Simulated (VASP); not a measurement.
A run of VASP 6.6.1 is set up as follows.

The input INCAR:

```
SYSTEM = Ga8P7N
  PREC = Accurate
  ENCUT = 700
  EDIFF = 1E-6
  ISMEAR = -1
  SIGMA = 0.05
  LREAL = Auto
  LASPH = .True.
  NELM = 120
  ALGO = Normal
  ISIF = 2
  LWAVE = .False.
  LCHARG = .True.
  GGA = PS
  LELF = .True.
  LVHAR = .True.
  ISYM = -1
  NBANDS = 86
  GGA_COMPAT = .False.
```

KPOINTS

```
explicit points
1
Reciprocal
  0.25000000   0.25000000   0.25000000 1
```

POSCAR

```
Ga8P7N
1.0
   10.6324800000      0.0000000000      0.0000000000
    0.0000000000      5.3162400000      0.0000000000
    0.0000000000      0.0000000000      5.3162400000
Ga P N
8 7 1
Direct
    0.0047770000      0.9960740000      0.0173190000
    0.4961780000      0.9880320000      0.0033080000
    0.2531700000      0.5067550000      0.0036550000
    0.7413510000      0.4903570000      0.9971990000
    0.2406630000      0.9854480000      0.5030280000
    0.7552750000      0.0113520000      0.5098070000
    0.0067180000      0.4952590000      0.4923000000
    0.4878090000      0.4861520000      0.5242040000
    0.1378820000      0.2444680000      0.2365610000
    0.3726320000      0.7460250000      0.2586390000
    0.8724090000      0.7475160000      0.2467420000
    0.3695540000      0.2508780000      0.7495630000
    0.8747490000      0.2222300000      0.7433730000
    0.1338190000      0.7271240000      0.7464780000
    0.6225550000      0.7408520000      0.7342490000
    0.6384190000      0.2336890000      0.2579020000
```

Potentials or basis: VASP PAW PBE potentials, release 64 (Ga_d, P, N).

The run is started by

```console
$ cat potpaw_PBE.64/Ga_d/POTCAR potpaw_PBE.64/P/POTCAR potpaw_PBE.64/N/POTCAR > POTCAR
$ mpirun -np 1 vasp_std > vasp.out
```

Problem. What does it give for the pressure?

Solution. 3.3 GPa.

Problem. What does it give for the largest force?

Solution. 4.001 eV/Å.

Stress tensor (GPa, compression positive):
```
 2.23  1.86  0.12
 1.86  4.00 -6.34
 0.12 -6.34  3.77
```

Caveat: the cell stands under pressure; the PAW data sets were made with another functional, which shifts forces and pressure a little.
